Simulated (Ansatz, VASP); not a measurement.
## One calculation of CoH3, two programs

```xyz
4
Lattice="2.4486 0.0000 0.0000 -1.2243 2.1206 0.0000 0.0000 0.0000 5.2820" Properties=species:S:1:pos:R:3 pbc="T T T"
Co    0.0000    0.0000    0.0000
H     0.0000    0.0000    3.6064
H     0.0000    0.0000    1.6756
H     0.0000    0.0000    2.6410
```

Alike in both runs: functional PBE; k mesh 5 × 5 × 3; occupations gaussian, width 0.15 eV; collinear spin.

Ansatz relaxed the structure, and its values are those at the end. VASP's run is a single point on that final structure, the one shown.

```csv
,VASP,Ansatz
version,VASP 6.6.1,Ansatz 0.2.0
potentials or method,"VASP PAW PBE potentials, release 64 (Co, H), cutoff 520 eV","scalar-relativistic, plane waves, PAW"
valence electrons in the cell,12,20
```

Ansatz gave:

```
gap on the k mesh at the Fermi level (eV)                     : none
pressure (GPa)                                                : -0.4
rms of the force components (eV/Å)                            : 0.008
net moment per atom (μB)                                      : 0.44
size of the moment on the site where the two differ most (μB) : 1.54
```

Which values does VASP return?

gap on the k mesh at the Fermi level (eV): none; pressure (GPa): -0.8; rms of the force components (eV/Å): 0.016; net moment per atom (μB): 0.43; size of the moment on the site where the two differ most (μB): 1.74.

Site moments also hang on the region over which each program counts them. A gap of «none» marks a metal or a gap that the smearing closes. VASP's potentials hold 12 valence electrons a cell and Ansatz's 20, so a difference there can come from the potentials and not from the codes.

The k mesh is coarse, so the values compare programs but aren't converged.
